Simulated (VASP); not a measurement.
# WS2 (Fm-3m) in VASP: notebook, part 2 of 2

VASP 6.6.1. The steps go on from the part before.

## (4) Single point, HSE06

File POSCAR:

```
WS2
1.0
    0.0000000000      2.9311595479      2.9311595479
    2.9311595479      0.0000000000      2.9311595479
    2.9311595479      2.9311595479      0.0000000000
W S
1 2
Direct
    0.0000000000      0.0000000000      0.0000000000
    0.2500000000      0.2500000000      0.2500000000
    0.7500000000      0.7500000000      0.7500000000
```

File INCAR.step1:

```
ALGO = Normal ; EDIFF = 1E-5
ENCUT = 520 ; GGA = PE
ISIF = 2 ; ISMEAR = -1
LASPH = True ; LCHARG = False
LREAL = False ; LWAVE = True
NBANDS = 20 ; NELM = 60
PREC = Accurate ; SIGMA = 0.02
```

File INCAR.step2:

```
ALGO = Normal ; EDIFF = 1E-6
ENCUT = 520 ; GGA = PE
HFSCREEN = 0.2079 ; ISIF = 2
ISMEAR = -1 ; ISTART = 1
LASPH = True ; LCHARG = False
LHFCALC = True ; LREAL = False
LWAVE = False ; NBANDS = 20
NELM = 60 ; PREC = Accurate
PRECFOCK = Normal ; SIGMA = 0.02
```

File KPOINTS:

```
k-points
0
Gamma
  4 4 4
```

Potentials or basis: VASP PAW PBE potentials, release 64 (W_sv, S).

Command:

```console
> cat potpaw_PBE.64/W_sv/POTCAR potpaw_PBE.64/S/POTCAR > POTCAR
> cp INCAR.step1 INCAR
> mpirun -np 1 vasp_std > vasp.out
> cp INCAR.step2 INCAR
> mpirun -np 1 vasp_std > vasp.out
```

OUTCAR:

```text
EDIFF = 1E-6
   ENCUT = 520
   GGA = PE
   HFSCREEN = 0.2079
   ISIF = 2
   ISMEAR = -1
   ISTART = 1
   LASPH = True
   LHFCALC = True
   LREAL = False
   NELM = 60
   PREC = Accurate
   PRECFOCK = Normal

 ion  position               nearest neighbor table
   1  0.000  0.000  0.000-   3 2.54   3 2.54   3 2.54   2 2.54   3 2.54   2 2.54   2 2.54   2 2.54

   2  0.250  0.250  0.250-   1 2.54   1 2.54   1 2.54   1 2.54
   3  0.750  0.750  0.750-   1 2.54   1 2.54   1 2.54   1 2.54

  LATTYP: Found a face centered cubic cell.
 ALAT       =     5.8623190958

  Lattice vectors:

 A1 = (   0.0000000000,   2.9311595479,   2.9311595479)
 A2 = (   2.9311595479,   0.0000000000,   2.9311595479)
 A3 = (   2.9311595479,   2.9311595479,   0.0000000000)

Analysis of symmetry for initial positions (statically):
=====================================================================
 Subroutine PRICEL returns:
 Original cell was already a primitive cell.

 Routine SETGRP: Setting up the symmetry group for a
 face centered cubic supercell.

 Subroutine GETGRP returns: Found 48 space group operations
 (whereof 48 operations were pure point group operations)
 out of a pool of 48 trial point group operations.

The static configuration has the point symmetry O_h .

Analysis of symmetry for dynamics (positions and initial velocities):
=====================================================================
 Subroutine PRICEL returns:
 Original cell was already a primitive cell.

 Routine SETGRP: Setting up the symmetry group for a
 face centered cubic supercell.

 Subroutine GETGRP returns: Found 48 space group operations
 (whereof 48 operations were pure point group operations)
 out of a pool of 48 trial point group operations.

The dynamic configuration has the point symmetry O_h .

[... 105 lines left out ...]
  Fermi-wavevector in a.u.,A,eV,Ry     =   1.313257  2.481696 23.465216  1.724645
  Thomas-Fermi vector in A             =   2.443593
   LORBIT       =      0    0 simple, 1 ext, 2 COOP (PROOUT), +10 PAW based schemes
   GGA     = PE    functional components
   LHFCALC =     T    Hartree Fock is set to
   PRECFOCK=normal    Normal, Fast or Accurate (Low or Medium for compatibility)
   ENCUT4O =  -1.0   cutoff for four orbital integrals eV
   NKREDX  =     1    reduce k-point grid by
   NKREDY  =     1    reduce k-point grid by
   NKREDZ  =     1    reduce k-point grid by
   AEXX    =    0.2500 exact exchange contribution
   HFSCREEN=    0.2079 screening length (either q_TF or 0.3 A-1)
   HFSCREENC=   0.2079 screening length for correlation (either q_TF or 0.3 A-1)
   ENCUTFOCK=  -1.0 apply spherical cutoff to Coloumb kernel
   IVDW    =     0    specifies the selected vdW correction
   LEPSILON=     F    determine dielectric tensor
   LRPA    =     F    only Hartree local field effects (RPA)
 non-spin polarized calculation
  energy-cutoff  :      520.00
  volume of cell :       50.37
 maximum number of plane-waves:      1380
 NGX is ok and might be reduce to    32
  NGX = 24; NGY = 24; NGZ = 24

 number of electron      25.9999998 magnetization

 Free energy of the ion-electron system (eV)
  ---------------------------------------------------
  ext. energy  EPLUGINS =         0.00000000
  ---------------------------------------------------
  free energy    TOTEN  =       -25.01624529 eV

  energy without entropy =      -25.00639247  energy(sigma->0) =      -25.01131888

 E-fermi :   8.0497     XC(G=0):  -9.3870

 val. band max:        7.9659571925   @ k =   0.5000   0.2500   0.0000
 cond. band min:       8.0700738011   @ k =   0.5000   0.2500   0.0000
 fundamental gap:      0.1041166086
 Fermi energy:         8.0496773640

 k-point     1 :       0.0000    0.0000    0.0000
  band No.  band energies     occupation
      1     -70.4123      2.00000
      2     -33.1361      2.00000
      3     -33.1360      2.00000
      4     -33.1360      2.00000
      5      -9.7165      2.00000
      6      -4.3760      2.00000
[... 173 lines left out ...]
     19      15.8068      0.00000
     20      17.7483      0.00000

------------------------ aborting loop because EDIFF is reached ----------------------------------------

  FORCE on cell =-STRESS in cart. coord.  units (eV):
  Direction    XX          YY          ZZ          XY          YZ          ZX
  --------------------------------------------------------------------------------------
  -------------------------------------------------------------------------------------
  Total       -1.3935944     -1.3935944     -1.3935944     -0.0000000     -0.0000000     -0.0000000
  in kB      -44.3300890    -44.3300890    -44.3300890     -0.0000000     -0.0000000     -0.0000000
  external PRESSURE =     -44.3300890 kB  Pullay stress =       0.0000000 kB

 VOLUME and BASIS-vectors are now :
 -----------------------------------------------------------------------------
  energy-cutoff  :      520.00
  volume of cell :       50.37
      direct lattice vectors                 reciprocal lattice vectors
     0.000000000  2.931159548  2.931159548    -0.170580957  0.170580957  0.170580957
     2.931159548  0.000000000  2.931159548     0.170580957 -0.170580957  0.170580957
     2.931159548  2.931159548  0.000000000     0.170580957  0.170580957 -0.170580957

 POSITION                                       TOTAL-FORCE (eV/Angst)
 -----------------------------------------------------------------------------------
      0.00000      0.00000      0.00000         0.000000     -0.000000     -0.000000
      1.46558      1.46558      1.46558        -0.000000     -0.000000      0.000000
      4.39674      4.39674      4.39674        -0.000000      0.000000     -0.000000
 -----------------------------------------------------------------------------------
    total drift:                                0.000000     -0.000000      0.000000

  FREE ENERGIE OF THE ION-ELECTRON SYSTEM (eV)
  ---------------------------------------------------
  free  energy   TOTEN  =       -25.0162452909 eV

  energy  without entropy=      -25.0063924683  energy(sigma->0) =      -25.01131888
```

OUTCAR.step1:

```text
EDIFF = 1E-5
   ENCUT = 520
   GGA = PE
   ISIF = 2
[... 392 lines left out ...]
      0.00000      0.00000      0.00000        -0.000000      0.000000     -0.000000
      1.46558      1.46558      1.46558         0.000000      0.000000      0.000000
      4.39674      4.39674      4.39674        -0.000000     -0.000000     -0.000000
 -----------------------------------------------------------------------------------
    total drift:                                0.000000     -0.000000      0.000000

  FREE ENERGIE OF THE ION-ELECTRON SYSTEM (eV)
  ---------------------------------------------------
  free  energy   TOTEN  =       -21.1258994535 eV

  energy  without entropy=      -21.1084205688  energy(sigma->0) =      -21.11716001
```

Wall time 8.9 min (1 thread of Intel Xeon Platinum 8488C (Sapphire Rapids), shared host); peak memory 0.29 GiB.

Results:

```
Free energy            : -25.0162 eV
Pressure               : -4.4 GPa
Band gap on the k mesh : zero (bands 13 and 14 overlap by 1.41 eV)
```

Levels at points of the mesh, in eV from the Fermi level:
```
           k point  band 10  band 11  band 12  band 13  band 14  band 15  band 16  band 17
(0.00, 0.00, 0.00)    -1.14    -1.14    -1.07    -1.07    -1.07     5.19     5.19     5.19
(0.50, 0.00, 0.00)    -3.86    -3.86    -3.79    -0.44    -0.44     2.59     5.36     5.36
(0.50, 0.50, 0.00)    -3.18    -3.18    -1.43     0.34     0.72     2.79     4.41     4.41
```

Caveat: the k points lie up to 0.46 Å⁻¹ apart, too coarse for converged energies and pressures of a metal; the structure was generated, so it needn't be the stable form of WS2; the PAW data sets were made with another functional, which shifts forces and pressure a little; spin-orbit coupling is left out, which moves the levels of the heavy elements.

## (5) Overview

| level | spin | k mesh | grid for exact exchange (PRECFOCK) | share of exact exchange | screening parameter | gap on the mesh (eV) | pressure (GPa) |
| --- | --- | --- | --- | --- | --- | --- | --- |
| r2SCAN | off | 6 × 6 × 6 | - | - | - | none | -0.3 |
| r2SCAN | collinear | 6 × 6 × 6 | - | - | - | none | 6.0 |
| HSE06 | off | 4 × 4 × 4 | Normal | 0.25 | 0.2079 1/Å | none | -4.4 |

Alike in all rows: task single point; potentials or basis VASP PAW PBE potentials, release 64 (W_sv, S); cell as given; cutoff (eV) 520; smearing fermi-dirac 0.02 eV.

Caveats: some runs use coarse meshes; the structure was generated, so it needn't be the stable form of WS2; the PAW data sets were made with another functional, which shifts forces and pressure a little; spin-orbit coupling is left out, which moves the levels of the heavy elements; the cell stands under pressure (at least some runs).

Total energies depend on the potentials used, so only differences within one code and one set of settings carry meaning.

The gap in the log of VASP goes by the Fermi energy; the results here count the filled bands.